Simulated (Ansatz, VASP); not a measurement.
# BaRu: VASP beside Ansatz

The input INCAR:

```
SYSTEM = BaRu
PREC     = Accurate       ! precision mode
ENCUT    = 520            ! plane-wave cutoff, eV
EDIFF    = 1E-6           ! SCF threshold, eV
ISMEAR   = 0              ! smearing method
SIGMA    = 0.1            ! smearing width, eV
LREAL    = .FALSE.        ! projectors in reciprocal space
LASPH    = .TRUE.         ! aspherical terms in the spheres
NELM     = 60             ! most SCF steps
ALGO     = Normal         ! electronic algorithm
ISIF     = 2              ! what is computed and relaxed
LWAVE    = .FALSE.        ! write WAVECAR
LCHARG   = .TRUE.         ! write CHGCAR
GGA      = PE             ! functional
LELF     = .TRUE.         ! ELF
LVHAR    = .TRUE.       
NBANDS   = 19             ! bands
```

KPOINTS

```
Automatic mesh
0
G
  6 6 4
  0 0 0
```

File POSCAR:

```
BaRu
1.0
    3.9516074600      0.0000000000      0.0000000000
   -1.9758037300      3.4221924400      0.0000000000
    0.0000000000      0.0000000000      5.6951801700
Ba Ru
1 1
Direct
    0.3333333300      0.6666666700      0.5000000000
    0.0000000000      0.0000000000      0.0000000000
```

Input for Ansatz:

```yaml
crystal:
  lattice:
    - [3.95160746, 0.0, 0.0]
    - [-1.97580373, 3.42219244, 0.0]
    - [0.0, 0.0, 5.69518017]
  atoms:
    - { symbol: Ba, position: [0.33333333, 0.66666667, 0.5] }
    - { symbol: Ru, position: [0.0, 0.0, 0.0] }
basis:
  ecutwfc: 420
kpoints:
  mp_grid: { grid: [6, 6, 4] }
hamiltonian:
  xc: pbe
scf:
  occupations: { method: gaussian, width: 0.1 }
  lower_state_search: "off"
output:
  forces: true
  stress: true
  eigenvalues: true
```

Alike in both runs: task single point; functional PBE; k mesh 6 × 6 × 4; occupations gaussian, width 0.1 eV; no spin polarisation.

|  | VASP | Ansatz |
| --- | --- | --- |
| version | VASP 6.6.1 | Ansatz 0.2.0 |
| potentials or method | VASP PAW PBE potentials, release 64 (Ba_sv, Ru_pv), cutoff 520 eV | scalar-relativistic, plane waves, PAW |
| valence electrons in the cell | 24 | 26 |

Ansatz gave:

| Item | Value |
| --- | --- |
| gap on the k mesh at the Fermi level (eV) | none |
| pressure (GPa) | -8.1 |
| traceless stress, the component that is largest in VASP (GPa) | -5.50 |

Question: What did VASP give for the same quantities?

Answer: gap on the k mesh at the Fermi level (eV): none; pressure (GPa): -7.7; traceless stress, the component that is largest in VASP (GPa): -5.34.

A gap of «none» marks a metal or a gap that the smearing closes. VASP's potentials hold 24 valence electrons a cell and Ansatz's 26, so a difference there can come from the potentials and not from the codes.

Neither program's run includes spin-orbit coupling.
